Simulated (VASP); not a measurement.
Here is a VASP 6.6.1 calculation.

INCAR

```
SYSTEM = VN
ALGO = Normal
EDIFF = 1E-6
ENCUT = 600
GGA = PE
GGA_COMPAT = .False.
ISIF = 2
ISMEAR = 0
LASPH = .True.
LCHARG = .False.
LREAL = .False.
LWAVE = .False.
NBANDS = 16
NELM = 120
PREC = Accurate
SIGMA = 0.1
```

File KPOINTS:

```
k-points
0
Gamma
  18 18 18
  0 0 0
```

Contents of POSCAR:

```
VN
1.0
    0.0000000000      2.0582701511      2.0582701511
    2.0582701511      0.0000000000      2.0582701511
    2.0582701511      2.0582701511      0.0000000000
V N
1 1
Direct
    0.0000000000      0.0000000000      0.0000000000
    0.5000000000      0.5000000000      0.5000000000
```

Potentials or basis: VASP PAW PBE potentials, release 64 (V_sv, N).

Run with:

```console
$ cat potpaw_PBE.64/V_sv/POTCAR potpaw_PBE.64/N/POTCAR > POTCAR
$ mpirun -np 1 vasp_std > vasp.out
```

Problem. Estimate the band gap on the k mesh.

Solution. Zero (bands 9 and 10 overlap by 2.13 eV).

Problem. Predict the pressure.

Solution. 0.5 GPa.

Caveat: the run has no spin polarisation, though such a crystal can be magnetic. With open d or f shells a metallic result of PBE can be an artefact of self-interaction; +U or a hybrid may open a gap.
